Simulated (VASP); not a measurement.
# Nb (Im-3m) in VASP: single point with PBEsol

Aim: the single point of Nb with PBEsol.

Everything below comes from runs of VASP 6.6.1. Logs are shortened: lines on timing, memory, paths and dates and some standing lists are left out, and cuts for length are marked.

## 1. The cell of the first run

The structure is cubic, space group Im-3m (No. 229). Conventional cell: a = 3.273 Å, b = 3.273 Å, c = 3.273 Å, α = 90.00°, β = 90.00°, γ = 90.00°. Within 3.7 Å of Nb (site symmetry m-3m) lie 14 Nb at 2.83 to 3.27 Å.

## 2. Single point, PBEsol

Contents of POSCAR:

```
Nb
1.0
   -1.6363110716      1.6363110716      1.6363110716
    1.6363110716     -1.6363110716      1.6363110716
    1.6363110716      1.6363110716     -1.6363110716
Nb
1
Direct
    0.0000000000      0.0000000000      0.0000000000
```

Contents of INCAR.step1:

```
ALGO = Normal
EDIFF = 1E-6
ENCUT = 520
GGA = PS
ISIF = 2
ISMEAR = -1
LASPH = True
LCHARG = True
LMAXMIX = 4
LREAL = False
LWAVE = False
NBANDS = 12
NELM = 80
PREC = Accurate
SIGMA = 0.05
```

Contents of KPOINTS.step1:

```
k-points
0
Gamma
  18 18 18
```

Contents of INCAR.step2:

```
ALGO = Normal
EDIFF = 1E-6
ENCUT = 520
GGA = PS
ICHARG = 11
ISIF = 2
ISMEAR = -5
LASPH = True
LCHARG = False
LMAXMIX = 4
LORBIT = 10
LREAL = False
LWAVE = False
NBANDS = 12
NEDOS = 1001
NELM = 80
PREC = Accurate
SIGMA = 0.05
```

Contents of KPOINTS.step2:

```
k-points
0
Gamma
  27 27 27
```

Potentials or basis: VASP PAW PBE potentials, release 64 (Nb_sv).

Started as:

```bash
cat potpaw_PBE.64/Nb_sv/POTCAR > POTCAR
cp INCAR.step1 INCAR
cp KPOINTS.step1 KPOINTS
mpirun -np 1 vasp_std > vasp.out
cp INCAR.step2 INCAR
cp KPOINTS.step2 KPOINTS
mpirun -np 1 vasp_std > vasp.out
```

OUTCAR:

```text
EDIFF = 1E-6
   ENCUT = 520
   GGA = PS
   ICHARG = 11
   ISIF = 2
   ISMEAR = -5
   LASPH = True
   LORBIT = 10
   LREAL = False
   NELM = 80
   PREC = Accurate

 ion  position               nearest neighbor table
   1  0.000  0.000  0.000-

  LATTYP: Found a body centered cubic cell.
 ALAT       =     3.2726221432

  Lattice vectors:

 A1 = (  -1.6363110716,   1.6363110716,   1.6363110716)
 A2 = (   1.6363110716,  -1.6363110716,   1.6363110716)
 A3 = (   1.6363110716,   1.6363110716,  -1.6363110716)

Analysis of symmetry for initial positions (statically):
=====================================================================
 Subroutine PRICEL returns:
 Original cell was already a primitive cell.

 Routine SETGRP: Setting up the symmetry group for a
 body centered cubic supercell.

 Subroutine GETGRP returns: Found 48 space group operations
 (whereof 48 operations were pure point group operations)
 out of a pool of 48 trial point group operations.

The static configuration has the point symmetry O_h .

Analysis of symmetry for dynamics (positions and initial velocities):
=====================================================================
 Subroutine PRICEL returns:
 Original cell was already a primitive cell.

 Routine SETGRP: Setting up the symmetry group for a
 body centered cubic supercell.

 Subroutine GETGRP returns: Found 48 space group operations
 (whereof 48 operations were pure point group operations)
 out of a pool of 48 trial point group operations.

The dynamic configuration has the point symmetry O_h .

 Subroutine INISYM returns: Found 48 space group operations
 (whereof 48 operations are pure point group operations),
 and found     1 'primitive' translations

----------------------------------------------------------------------------------------

                                     Primitive cell

  volume of cell :      17.5250

  direct lattice vectors                    reciprocal lattice vectors
    -1.636311072  1.636311072  1.636311072     0.000000000  0.305565371  0.305565371
     1.636311072 -1.636311072  1.636311072     0.305565371  0.000000000  0.305565371
     1.636311072  1.636311072 -1.636311072     0.305565371  0.305565371  0.000000000

  length of vectors
     2.834173913  2.834173913  2.834173913     0.432134692  0.432134692  0.432134692

  position of ions in fractional coordinates (direct lattice)
     0.000000000  0.000000000  0.000000000

  ion indices of the primitive-cell ions
   primitive index   ion index
[... 81 lines left out ...]
   ISIF   =      2    stress and relaxation
   ISYM   =      2    0-nonsym 1-usesym 2-fastsym
   POTIM  = 0.5000    time-step for ionic-motion
   TEBEG  =    0.0;   TEEND  =   0.0 temperature during run
   PSTRESS=    0.0 pullay stress
   NELECT =      13.0000    total number of electrons
   NUPDOWN=      -1.0000    fix difference up-down
   EMIN   =  10.00;   EMAX   =-10.00  energy-range for DOS
   EFERMI =   0.00;   METHOD = LEGACY
   ISMEAR =    -5;   SIGMA  =   0.05  broadening in eV -4-tet -1-fermi 0-gaus
   EFERMI_NEDOS =   21; number of points for ismear=-14 and -15
   IALGO  =     38    algorithm
   IMIX   =      4    mixing-type and parameters
     AMIX     =   0.40;   BMIX     =  1.00
     AMIX_MAG =   1.60;   BMIX_MAG =  1.00
  volume/ion in A,a.u.               =      17.52       118.26
  Fermi-wavevector in a.u.,A,eV,Ry     =   1.481961  2.800500 29.881226  2.196208
  Thomas-Fermi vector in A             =   2.595806
   LORBIT       =     10    0 simple, 1 ext, 2 COOP (PROOUT), +10 PAW based schemes
   GGA     = PS    functional components
   LHFCALC =     F    Hartree Fock is set to
   AEXX    =    0.0000 exact exchange contribution
   IVDW    =     0    specifies the selected vdW correction
   LEPSILON=     F    determine dielectric tensor
   LRPA    =     F    only Hartree local field effects (RPA)
 non-spin polarized calculation
 Fermi weights with tetrahedron method with Bloechl corrections
  energy-cutoff  :      520.00
  volume of cell :       17.52
 maximum number of plane-waves:       482
 NGX is ok and might be reduce to    24

 number of electron      13.0000001 magnetization

 Free energy of the ion-electron system (eV)
  ---------------------------------------------------
  ext. energy  EPLUGINS =         0.00000000
  ---------------------------------------------------
  free energy    TOTEN  =       -10.95291839 eV

  energy without entropy =      -10.95291839  energy(sigma->0) =      -10.95291839

 E-fermi :  11.4155     XC(G=0): -12.7723

 val. band max:       11.4193978335   @ k =   0.2963   0.1852   0.1111
 cond. band min:      11.4298439777   @ k =  -0.3333   0.4815   0.1852
 fundamental gap:      0.0104461442
 Fermi energy:        11.4154922994

 k-point     1 :       0.0000    0.0000    0.0000
  band No.  band energies     occupation
      1     -42.8075      2.00000
      2     -18.0609      2.00000
      3     -18.0609      2.00000
      4     -18.0609      2.00000
      5       5.4080      2.00000
      6      11.7863      0.00000
      7      11.7863      0.00000
      8      11.7863      0.00000
      9      14.7889      0.00000
     10      14.7889      0.00000
     11      25.7167      0.00000
     12      25.7167      0.00000
[... 331 lines left out ...]
 k-point    24 :       0.3704    0.0370    0.0000
  band No.  band energies     occupation
      1     -42.5628      2.00000
      2     -19.3846      2.00000
      3     -18.4803      2.00000
      4     -18.0830      2.00000
      5       7.7572      2.00000
      6       9.8896      2.00000
      7      12.5926      0.00000
      8      14.7742      0.00000
      9      15.4021      0.00000
     10      16.9573      0.00000
     11      23.9405      0.00000
     12      25.0470      0.00000

 [... further k-points ...]
[... 5 lines left out ...]
  --------------------------------------------------------------------------------------
  -------------------------------------------------------------------------------------
  Total       -0.0428231     -0.0428231     -0.0428231      0.0000000      0.0000000     -0.0000000
  in kB       -3.9149984     -3.9149984     -3.9149984      0.0000000      0.0000000     -0.0000000
  external PRESSURE =      -3.9149984 kB  Pullay stress =       0.0000000 kB

 VOLUME and BASIS-vectors are now :
 -----------------------------------------------------------------------------
  energy-cutoff  :      520.00
  volume of cell :       17.52
      direct lattice vectors                 reciprocal lattice vectors
    -1.636311072  1.636311072  1.636311072     0.000000000  0.305565371  0.305565371
     1.636311072 -1.636311072  1.636311072     0.305565371  0.000000000  0.305565371
     1.636311072  1.636311072 -1.636311072     0.305565371  0.305565371  0.000000000

 POSITION                                       TOTAL-FORCE (eV/Angst)
 -----------------------------------------------------------------------------------
      0.00000      0.00000      0.00000         0.000000     -0.000000      0.000000
 -----------------------------------------------------------------------------------
    total drift:                               -0.000000     -0.000000     -0.000000

  FREE ENERGIE OF THE ION-ELECTRON SYSTEM (eV)
  ---------------------------------------------------
  free  energy   TOTEN  =       -10.9529183941 eV

  energy  without entropy=      -10.9529183941  energy(sigma->0) =      -10.95291839

 total charge

# of ion       s       p       d       tot
------------------------------------------
    1        2.227   5.999   2.537  10.762
```

Run time: 2.9 min. Hardware: 1 thread of Intel Xeon 8259CL, shared host; peak memory 0.27 GiB.

Results:

* Valence electrons inside the program's atomic spheres: Nb 10.76

Caveat: the PAW data sets were made with another functional, which shifts forces and pressure a little; tetrahedron occupations give inexact forces and stress in metals.
